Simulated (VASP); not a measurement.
Li2WO3, 12 atoms in the cell. It takes space group P6/mmm (No. 191, hexagonal). The conventional cell has a = 4.796 Å, b = 4.796 Å, c = 2.610 Å, α = 90.00°, β = 90.00°, γ = 120.00°. Within 2.5 Å of Li (site symmetry -6m2) lie 6 O at 1.90 Å. W (site symmetry 6/mmm) has 2 W at 2.61 Å and 12 O at 2.73 Å and 6 Li at 2.77 Å within 3.4 Å. Within 2.5 Å of O (site symmetry mmm) lie 4 Li at 1.90 Å and 4 O at 2.40 Å. Within 2.5 Å of O (site symmetry mmm) lie 4 Li at 1.90 Å and 4 O at 2.40 Å. 

* Program: VASP 6.6.1
* Task: single point
* Functional: PBE
* Potentials or basis: VASP PAW PBE potentials, release 64 (Li_sv, W_sv, O)
* Cutoff: 520 eV
* k mesh: 8 × 4 × 4
* Occupations: gaussian, width 0.2 eV
* Spin: no spin polarisation
* Dipole correction: no
* Further INCAR settings: ALGO = Normal; EDIFF = 1e-06; NBANDS = 50

Potentials or basis: VASP PAW PBE potentials, release 64 (Li_sv, W_sv, O).

The run is started by

```sh
$ cat potpaw_PBE.64/Li_sv/POTCAR potpaw_PBE.64/W_sv/POTCAR potpaw_PBE.64/O/POTCAR > POTCAR
$ mpirun -np 1 vasp_std > vasp.out
```

Hardware: 1 thread of AMD EPYC 9R45 96-Core Processor (Zen 5) (shared host).

Problem. Estimate the wall time of this run.

Solution. Run time: 2.6 min on 1 thread of AMD EPYC 9R45 96-Core Processor (Zen 5), on a shared host, peak memory 0.29 GiB. Counts: scf iterations 21, k points 45.
